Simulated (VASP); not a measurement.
# SrLiBr3 (P4/mbm) in VASP: further runs

Runs on SrLiBr3. Level: PBE. Tasks: single point.

All numbers are computed with VASP 6.6.1; they aren't measurements. Logs are shortened: lines on timing, memory, paths and dates and some standing lists are left out, and cuts for length are marked.

## (1) The cell of the first run

Symmetry: P4/mbm, No. 127, tetragonal system. The conventional cell has a = 7.359 Å, b = 7.359 Å, c = 5.159 Å, α = 90.00°, β = 90.00°, γ = 90.00°. Li (site symmetry 4/m) has 6 Br at 2.58 to 2.72 Å within 3.4 Å. Within 4.2 Å of Sr (site symmetry mmm) lie 8 Br at 3.16 to 3.68 Å. Br (site symmetry m2m) has 2 Li at 2.72 Å and 2 Sr at 3.16 Å within 3.6 Å. Br (site symmetry 4/m) has 2 Li at 2.58 Å within 3.4 Å.

## (2) Single point, PBE

The input, INCAR:

```
SYSTEM = SrLiBr3
PREC = Accurate ; ENCUT = 520
EDIFF = 1E-7 ; ISMEAR = 0
SIGMA = 0.1 ; LREAL = .FALSE.
LASPH = .TRUE. ; NELM = 60
ALGO = Normal ; ISIF = 2
LWAVE = .FALSE. ; LCHARG = .TRUE.
GGA = PE ; LELF = .TRUE.
LVHAR = .TRUE. ; NBANDS = 45
```

The input, KPOINTS:

```
Automatic mesh
0
G
  4 2 2
  0 0 0
```

The input, POSCAR:

```
SrLiBr3
1.0
    0.0000000000      0.0000000000      5.1592232529
    7.3593189409      0.0000000000      0.0000000000
    0.0000000000      7.3593189409      0.0000000000
Li Sr Br
2 2 6
Direct
    0.0000000000      0.5000000000      0.5000000000
    0.0000000000      0.0000000000      0.0000000000
    0.5000000000      0.0000000000      0.5000000000
    0.5000000000      0.5000000000      0.0000000000
    0.0000000000      0.8252310662      0.3252310662
    0.0000000000      0.6747689338      0.8252310662
    0.5000000000      0.5000000000      0.5000000000
    0.0000000000      0.1747689338      0.6747689338
    0.0000000000      0.3252310662      0.1747689338
    0.5000000000      0.0000000000      0.0000000000
```

Potentials or basis: VASP PAW PBE potentials, release 64 (Li_sv, Sr_sv, Br).

The run is started by

```bash
> cat potpaw_PBE.64/Li_sv/POTCAR potpaw_PBE.64/Sr_sv/POTCAR potpaw_PBE.64/Br/POTCAR > POTCAR
> mpirun -np 1 vasp_std > vasp.out
```

OUTCAR:

```text
SYSTEM = SrLiBr3
   PREC = Accurate
   ENCUT = 520
   EDIFF = 1E-7
   ISMEAR = 0
   LREAL = .FALSE.
   LASPH = .TRUE.
   NELM = 60
   ISIF = 2
   GGA = PE

 ion  position               nearest neighbor table
   1  0.000  0.500  0.500-   7 2.58   7 2.58
   2  0.000  0.000  0.000-  10 2.58  10 2.58
   3  0.500  0.000  0.500-   5 3.16   8 3.16   5 3.16   8 3.16  10 3.68   7 3.68   7 3.68  10 3.68

   4  0.500  0.500  0.000-   6 3.16   9 3.16   6 3.16   9 3.16   7 3.68  10 3.68   7 3.68  10 3.68

   5  0.000  0.825  0.325-   3 3.16   3 3.16
   6  0.000  0.675  0.825-   4 3.16   4 3.16
   7  0.500  0.500  0.500-   1 2.58   1 2.58   4 3.68   4 3.68   3 3.68   3 3.68
   8  0.000  0.175  0.675-   3 3.16   3 3.16
   9  0.000  0.325  0.175-   4 3.16   4 3.16
  10  0.500  0.000  0.000-   2 2.58   2 2.58   4 3.68   3 3.68   4 3.68   3 3.68

  LATTYP: Found a simple tetragonal cell.
 ALAT       =     7.3593189409
 C/A-ratio  =     0.7010462917

  Lattice vectors:

 A1 = (   7.3593189409,   0.0000000000,   0.0000000000)
 A2 = (   0.0000000000,   7.3593189409,   0.0000000000)
 A3 = (   0.0000000000,   0.0000000000,   5.1592232529)

Analysis of symmetry for initial positions (statically):
=====================================================================
 Subroutine PRICEL returns:
 Original cell was already a primitive cell.

 Routine SETGRP: Setting up the symmetry group for a
 simple tetragonal supercell.

 Subroutine GETGRP returns: Found 16 space group operations
 (whereof  8 operations were pure point group operations)
 out of a pool of 16 trial point group operations.

The static configuration has the point symmetry C_4h.
 The point group associated with its full space group is D_4h.

Analysis of symmetry for dynamics (positions and initial velocities):
=====================================================================
 Subroutine PRICEL returns:
 Original cell was already a primitive cell.

 Routine SETGRP: Setting up the symmetry group for a
 simple tetragonal supercell.

 Subroutine GETGRP returns: Found 16 space group operations
 (whereof  8 operations were pure point group operations)
 out of a pool of 16 trial point group operations.

The dynamic configuration has the point symmetry C_4h.
 The point group associated with its full space group is D_4h.

 Subroutine INISYM returns: Found 16 space group operations
 (whereof  8 operations are pure point group operations),
 and found     1 'primitive' translations

----------------------------------------------------------------------------------------

                                     Primitive cell

  volume of cell :     279.4213

  direct lattice vectors                    reciprocal lattice vectors
     0.000000000  0.000000000  5.159223253     0.000000000  0.000000000  0.193827627
     7.359318941  0.000000000  0.000000000     0.135882139  0.000000000  0.000000000
     0.000000000  7.359318941  0.000000000     0.000000000  0.135882139  0.000000000

  length of vectors
     5.159223253  7.359318941  7.359318941     0.193827627  0.135882139  0.135882139

  position of ions in fractional coordinates (direct lattice)
     0.000000000  0.500000000  0.500000000
     0.000000000  0.000000000  0.000000000
     0.500000000  0.000000000  0.500000000
     0.500000000  0.500000000  0.000000000
     0.000000000  0.825231066  0.325231066
     0.000000000  0.674768934  0.825231066
     0.500000000  0.500000000  0.500000000
     0.000000000  0.174768934  0.674768934
     0.000000000  0.325231066  0.174768934
     0.500000000  0.000000000  0.000000000

  ion indices of the primitive-cell ions
   primitive index   ion index
                 1           1
                 2           2
                 3           3
                 4           4
                 5           5
                 6           6
                 7           7
                 8           8
                 9           9
                10          10

----------------------------------------------------------------------------------------

 KPOINTS: Automatic mesh

Automatic generation of k-mesh.
 Grid dimensions read from file:
 generate k-points for:    4    2    2

 Generating k-lattice:

  Cartesian coordinates                     Fractional coordinates (reciprocal lattice)
     0.000000000  0.000000000  0.048456907     0.250000000  0.000000000  0.000000000
     0.067941070  0.000000000  0.000000000     0.000000000  0.500000000  0.000000000
     0.000000000  0.067941070  0.000000000     0.000000000  0.000000000  0.500000000

  Length of vectors
     0.048456907  0.067941070  0.067941070

  Shift w.r.t. Gamma in fractional coordinates (k-lattice)
     0.000000000  0.000000000  0.000000000

 Subroutine IBZKPT returns following result:
 ===========================================

 Found      9 irreducible k-points:

 Following reciprocal coordinates:
            Coordinates               Weight
  0.000000  0.000000  0.000000      1.000000
  0.250000  0.000000  0.000000      2.000000
  0.500000  0.000000  0.000000      1.000000
  0.000000  0.500000  0.000000      2.000000
  0.250000  0.500000  0.000000      4.000000
  0.500000  0.500000  0.000000      2.000000
  0.000000  0.500000  0.500000      1.000000
  0.250000  0.500000  0.500000      2.000000
  0.500000  0.500000  0.500000      1.000000
   k-points           NKPTS =      9   k-points in BZ     NKDIM =      9   number of bands    NBANDS=     45
   number of dos      NEDOS =    301   number of ions     NIONS =     10
   total plane-waves  NPLWV = 125440
   dimension x,y,z NGX =    40 NGY =   56 NGZ =   56
   dimension x,y,z NGXF=    80 NGYF=  112 NGZF=  112
   ions per type =               2   2   6
   NGX,Y,Z   is equivalent  to a cutoff of  12.89, 12.65, 12.65 a.u.
   NGXF,Y,Z  is equivalent  to a cutoff of  25.78, 25.30, 25.30 a.u.
 SYSTEM =  SrLiBr3
   PREC   = accura    normal or accurate (medium, high low for compatibility)
   ISTART =      0    job   : 0-new  1-cont  2-samecut
   ICHARG =      2    charge: 1-file 2-atom 10-const
   ISPIN  =      1    spin polarized calculation?
   LNONCOLLINEAR =      F non collinear calculations
   LSORBIT =      F    spin-orbit coupling
   LASPH  =      T    aspherical Exc in radial PAW
   ENCUT  =  520.0 eV  38.22 Ry    6.18 a.u.   9.59 13.68 13.68*2*pi/ulx,y,z
   NELM   =     60;   NELMIN=  2; NELMDL= -5     # of ELM steps
   EDIFF  = 0.1E-06   stopping-criterion for ELM
   LREAL  =      F    real-space projection
   EDIFFG = 0.1E-05   stopping-criterion for IOM
   NSW    =      0    number of steps for IOM
   IBRION =     -1    ionic relax: 0-MD 1-quasi-New 2-CG
   NFREE  =      0    steps in history (QN), initial steepest desc. (CG)
   ISIF   =      2    stress and relaxation
   ISYM   =      2    0-nonsym 1-usesym 2-fastsym
   POTIM  = 0.5000    time-step for ionic-motion
   TEBEG  =    0.0;   TEEND  =   0.0 temperature during run
   PSTRESS=    0.0 pullay stress
   NELECT =      68.0000    total number of electrons
   NUPDOWN=      -1.0000    fix difference up-down
   EMIN   =  10.00;   EMAX   =-10.00  energy-range for DOS
   EFERMI =   0.00;   METHOD = LEGACY
   ISMEAR =     0;   SIGMA  =   0.10  broadening in eV -4-tet -1-fermi 0-gaus
   EFERMI_NEDOS =   21; number of points for ismear=-14 and -15
   IALGO  =     38    algorithm
   IMIX   =      4    mixing-type and parameters
     AMIX     =   0.40;   BMIX     =  1.00
     AMIX_MAG =   1.60;   BMIX_MAG =  1.00
  volume/ion in A,a.u.               =      27.94       188.56
  Fermi-wavevector in a.u.,A,eV,Ry     =   1.022095  1.931480 14.213711  1.044678
  Thomas-Fermi vector in A             =   2.155756
   LORBIT       =      0    0 simple, 1 ext, 2 COOP (PROOUT), +10 PAW based schemes
   GGA     = PE    functional components
   LHFCALC =     F    Hartree Fock is set to
   AEXX    =    0.0000 exact exchange contribution
   IVDW    =     0    specifies the selected vdW correction
   LEPSILON=     F    determine dielectric tensor
   LRPA    =     F    only Hartree local field effects (RPA)
 non-spin polarized calculation
 Gauss-broadening in eV      SIGMA  =   0.10
  energy-cutoff  :      520.00
  volume of cell :      279.42
 maximum number of plane-waves:      7572
 NGX is ok and might be reduce to    40
   NGX = 19   NGY = 27   NGZ = 27

 number of electron      67.9999993 magnetization

 Free energy of the ion-electron system (eV)
  ---------------------------------------------------
  ext. energy  EPLUGINS =         0.00000000
  ---------------------------------------------------
  free energy    TOTEN  =       -34.93396743 eV

  energy without entropy =      -34.93396743  energy(sigma->0) =      -34.93396743

 E-fermi :   1.1154     XC(G=0):  -8.3404

 val. band max:        0.5562399530   @ k =   0.0000   0.0000   0.0000
 cond. band min:       3.9087725451   @ k =   0.0000   0.0000   0.0000
 fundamental gap:      3.3525325921
 Fermi energy:         1.1154288562

 k-point     1 :       0.0000    0.0000    0.0000
  band No.  band energies     occupation
      1     -43.6532      2.00000
      2     -43.6532      2.00000
      3     -33.9955      2.00000
      4     -33.9951      2.00000
      5     -16.0194      2.00000
      6     -16.0194      2.00000
[... 37 lines left out ...]
     44       7.8386      0.00000
     45       7.9893      0.00000

 k-point     2 :       0.2500    0.0000    0.0000
  band No.  band energies     occupation
      1     -43.6532      2.00000
      2     -43.6532      2.00000
      3     -33.9953      2.00000
      4     -33.9948      2.00000
      5     -16.0180      2.00000
      6     -16.0180      2.00000
[... 37 lines left out ...]
     44       6.7948      0.00000
     45       7.0683      0.00000

 k-point     3 :       0.5000    0.0000    0.0000
  band No.  band energies     occupation
      1     -43.6532      2.00000
      2     -43.6532      2.00000
      3     -33.9950      2.00000
      4     -33.9946      2.00000
      5     -16.0168      2.00000
      6     -16.0168      2.00000
[... 37 lines left out ...]
     44       6.8798      0.00000
     45       7.5125      0.00000

 k-point     4 :       0.0000    0.5000    0.0000
  band No.  band energies     occupation
      1     -43.6532      2.00000
      2     -43.6532      2.00000
      3     -33.9953      2.00000
      4     -33.9953      2.00000
      5     -16.0199      2.00000
      6     -16.0199      2.00000
[... 37 lines left out ...]
     44       6.9102      0.00000
     45       7.5071      0.00000

 k-point     5 :       0.2500    0.5000    0.0000
  band No.  band energies     occupation
      1     -43.6532      2.00000
      2     -43.6532      2.00000
      3     -33.9950      2.00000
      4     -33.9950      2.00000
      5     -16.0190      2.00000
      6     -16.0190      2.00000
[... 37 lines left out ...]
     44       7.0264      0.00000
     45       7.4725      0.00000

 k-point     6 :       0.5000    0.5000    0.0000
  band No.  band energies     occupation
      1     -43.6532      2.00000
      2     -43.6532      2.00000
      3     -33.9948      2.00000
      4     -33.9948      2.00000
      5     -16.0180      2.00000
      6     -16.0180      2.00000
[... 37 lines left out ...]
     44       6.6998      0.00000
     45       7.3522      0.00000

 k-point     7 :       0.0000    0.5000    0.5000
  band No.  band energies     occupation
      1     -43.6532      2.00000
      2     -43.6532      2.00000
      3     -33.9953      2.00000
      4     -33.9953      2.00000
      5     -16.0247      2.00000
      6     -16.0247      2.00000
[... 37 lines left out ...]
     44       7.0213      0.00000
     45       7.6118      0.00000

 k-point     8 :       0.2500    0.5000    0.5000
  band No.  band energies     occupation
      1     -43.6532      2.00000
      2     -43.6532      2.00000
      3     -33.9950      2.00000
      4     -33.9950      2.00000
      5     -16.0226      2.00000
      6     -16.0226      2.00000
[... 37 lines left out ...]
     44       6.9215      0.00000
     45       7.1023      0.00000

 k-point     9 :       0.5000    0.5000    0.5000
  band No.  band energies     occupation
      1     -43.6532      2.00000
      2     -43.6532      2.00000
      3     -33.9948      2.00000
      4     -33.9948      2.00000
      5     -16.0209      2.00000
      6     -16.0209      2.00000
[... 37 lines left out ...]
     44       6.8979      0.00000
     45       6.9546      0.00000

------------------------ aborting loop because EDIFF is reached ----------------------------------------

  FORCE on cell =-STRESS in cart. coord.  units (eV):
  Direction    XX          YY          ZZ          XY          YZ          ZX
  --------------------------------------------------------------------------------------
  -------------------------------------------------------------------------------------
  Total        0.0760664      0.0760664      0.0676759      0.0000000      0.0000000      0.0000000
  in kB        0.4361578      0.4361578      0.3880476      0.0000000      0.0000000      0.0000000
  external PRESSURE =       0.4201210 kB  Pullay stress =       0.0000000 kB

 VOLUME and BASIS-vectors are now :
 -----------------------------------------------------------------------------
  energy-cutoff  :      520.00
  volume of cell :      279.42
      direct lattice vectors                 reciprocal lattice vectors
     0.000000000  0.000000000  5.159223253     0.000000000  0.000000000  0.193827627
     7.359318941  0.000000000  0.000000000     0.135882139  0.000000000  0.000000000
     0.000000000  7.359318941  0.000000000     0.000000000  0.135882139  0.000000000

 POSITION                                       TOTAL-FORCE (eV/Angst)
 -----------------------------------------------------------------------------------
      3.67966      3.67966      0.00000        -0.000000      0.000000      0.000000
      0.00000      0.00000      0.00000        -0.000000      0.000000      0.000000
      0.00000      3.67966      2.57961        -0.000000      0.000000      0.000000
      3.67966      0.00000      2.57961        -0.000000      0.000000      0.000000
      6.07314      2.39348      0.00000        -0.004250     -0.004250      0.000000
      4.96584      6.07314      0.00000         0.004250     -0.004250      0.000000
      3.67966      3.67966      2.57961        -0.000000      0.000000      0.000000
      1.28618      4.96584      0.00000         0.004250      0.004250      0.000000
      2.39348      1.28618      0.00000        -0.004250      0.004250      0.000000
      0.00000      0.00000      2.57961        -0.000000      0.000000      0.000000
 -----------------------------------------------------------------------------------
    total drift:                                0.000000     -0.000000      0.000000

  FREE ENERGIE OF THE ION-ELECTRON SYSTEM (eV)
  ---------------------------------------------------
  free  energy   TOTEN  =       -34.9339674346 eV

  energy  without entropy=      -34.9339674346  energy(sigma->0) =      -34.93396743
```

It took 2.4 min on 1 thread of Intel Xeon 6975P-C, shared host; peak memory 0.4 GiB.

Results:

```yaml
Free_energy: -34.9340 eV
Largest_force: 0.006 eV/Å
Band_gap_on_the_k_mesh: 3.35 eV, direct
```

Forces in eV/Å, atoms in the order of the input:
```
Li   0.000  0.000  0.000
Li   0.000  0.000  0.000
Sr   0.000  0.000  0.000
Sr   0.000  0.000  0.000
Br  -0.004 -0.004  0.000
Br   0.004 -0.004  0.000
Br   0.000  0.000  0.000
Br   0.004  0.004  0.000
Br  -0.004  0.004  0.000
Br   0.000  0.000  0.000
```

Caveat: the k points lie up to 0.43 Å⁻¹ apart; the cutoff is under 1.25 times the usual one of these potentials, so pressure, stress and relaxed cells hold a basis-set (Pulay) error. PBE gaps usually lie below the measured ones, often by a third to a half.

[end of part 1 of 2]
